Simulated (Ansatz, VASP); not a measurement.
# TaN: VASP beside Ansatz

The input INCAR:

```
ALGO = Normal
EDIFF = 1E-6
ENCUT = 520
GGA = PS
ISIF = 2
ISMEAR = 0
LASPH = T
LCHARG = F
LREAL = F
LWAVE = F
NBANDS = 33
NELM = 60
PREC = Accurate
SIGMA = 0.15
```

The input KPOINTS:

```
k-points
0
Gamma
  12 12 16
```

The input POSCAR:

```
TaN
1.0
    5.3342884956      0.0000000000      0.0000000000
   -2.6671442478      4.6196293483      0.0000000000
    0.0000000000      0.0000000000      2.9828771912
Ta N
3 3
Direct
    0.3333333333      0.6666666667      0.5000000000
    0.6666666667      0.3333333333      0.5000000000
    0.0000000000      0.0000000000      0.0000000000
    0.3933709412      0.0000000000      0.0000000000
    0.6066290588      0.6066290588      0.0000000000
    0.0000000000      0.3933709412      0.0000000000
```

Input for Ansatz:

```yaml
crystal:
  lattice:
    - [5.3342884956, 0.0, 0.0]
    - [-2.6671442478, 4.6196293483, 0.0]
    - [0.0, 0.0, 2.9828771912]
  atoms:
    - { symbol: Ta, position: [0.3333333333, 0.6666666667, 0.5] }
    - { symbol: Ta, position: [0.6666666667, 0.3333333333, 0.5] }
    - { symbol: Ta, position: [0.0, 0.0, 0.0] }
    - { symbol: "N", position: [0.3933709412, 0.0, 0.0] }
    - { symbol: "N", position: [0.6066290588, 0.6066290588, 0.0] }
    - { symbol: "N", position: [0.0, 0.3933709412, 0.0] }
basis:
  ecutwfc: 420
kpoints:
  mp_grid: { grid: [12, 12, 16] }
hamiltonian:
  xc: pbesol
scf:
  occupations: { method: gaussian, width: 0.15 }
output:
  forces: true
  stress: true
  eigenvalues: true
```

Change from the starting cell: strain +0.030 along x and y, +0.030 along z, atoms carried along.

Alike in both runs: task single point; functional PBEsol; k mesh 12 × 12 × 16; occupations gaussian, width 0.15 eV; no spin polarisation.

|  | VASP | Ansatz |
| --- | --- | --- |
| version | VASP 6.6.1 | Ansatz 0.2.0 |
| potentials or method | VASP PAW PBE potentials, release 64 (Ta_pv, N), cutoff 520 eV | scalar-relativistic, plane waves, PAW |
| valence electrons in the cell | 48 | 54 |

VASP gave:

- gap on the k mesh at the Fermi level (eV): none
- pressure (GPa): -24.1
- traceless stress, the component that is largest in VASP (GPa): -1.05
- rms of the force components (eV/Å): 0.135

**Question.** Estimate Ansatz's values.

**Answer.** gap on the k mesh at the Fermi level (eV): none; pressure (GPa): -24.6; traceless stress, the component that is largest in VASP (GPa): -1.01; rms of the force components (eV/Å): 0.135.

VASP's potentials were made for PBE, not for PBEsol. Atom by atom the forces differ by 0.000 eV/Å (rms over components). A gap of «none» marks a metal or a gap that the smearing closes. VASP's potentials hold 48 valence electrons a cell and Ansatz's 54, so a difference there can come from the potentials and not from the codes.

Spin-orbit coupling is off throughout.
